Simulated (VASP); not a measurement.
Runs of VASP 6.6.1 on SiC. The structure is that of space group P6_3mc (No. 186), or close to it. The cells are those of the table. 

```tsv
cell	gap on the mesh (eV)	pressure (GPa)	largest force (eV/Å)
a = 3.076, b = 3.076, c = 5.048 Å, angles 90.0, 90.0, 120.0°, 4 atoms	2.70	0.0	0.77
a = 3.055, b = 3.055, c = 5.014 Å, angles 90.0, 90.0, 120.0°, 4 atoms	2.67	(b)	0.80
a = 3.136, b = 3.136, c = 5.147 Å, angles 90.0, 90.0, 120.0°, 4 atoms	2.78	-11.8	0.68
a = 3.116, b = 3.116, c = 5.114 Å, angles 90.0, 90.0, 120.0°, 4 atoms	2.76	-8.3	0.71
a = 3.096, b = 3.096, c = 5.081 Å, angles 90.0, 90.0, 120.0°, 4 atoms	2.73	-4.3	0.74
a = 3.034, b = 3.034, c = 4.980 Å, angles 90.0, 90.0, 120.0°, 4 atoms	(a)	10.0	0.84
a = 3.013, b = 3.013, c = 4.945 Å, angles 90.0, 90.0, 120.0°, 4 atoms	2.60	15.8	0.87
```

Alike in all rows: task single point; level r2SCAN; potentials or basis VASP PAW PBE potentials, release 64 (Si, C); no spin polarisation; k mesh 12 × 12 × 4; cutoff (eV) 520; smearing gaussian 0.01 eV.

Question: Fill in the values left out.

Answer: (a) 2.64; (b) 4.8.

Caveats: the PAW data sets were made with another functional, which shifts forces and pressure a little; the cell stands under pressure (at least some runs); the cell stands under tension (at least some runs).

A k mesh can miss the band edges.
